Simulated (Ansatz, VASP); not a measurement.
## Two plane-wave programs on RbBr

```xyz
2
Lattice="4.1243 0.0000 0.0000 0.0000 4.1243 0.0000 0.0000 0.0000 4.1243" Properties=species:S:1:pos:R:3 pbc="T T T"
Rb    0.0000    0.0000    0.0000
Br    2.0621    2.0621    2.0621
```

Alike in both runs: task single point; functional LDA; k mesh 6 × 6 × 6; no spin polarisation.

```csv
,VASP,Ansatz
version,VASP 6.6.1,Ansatz 0.2.0
potentials or method,"VASP PAW LDA potentials, release 64 (Rb_sv, Br)","plane waves, PAW"
plane-wave cutoff (eV),520,420
occupations,"gaussian, width 0.01 eV",fixed
valence electrons in the cell,16,16
```

|  | VASP | Ansatz | Ansatz less VASP |
| --- | --- | --- | --- |
| gap on the k mesh at the Fermi level (eV) | 3.69 | 3.68 | -0.014 |
| pressure (GPa) | -1.9 | -2.0 | -0.04 |

LDA's correlation is that of Perdew and Zunger in VASP and of Perdew and Wang (1992) in Ansatz.
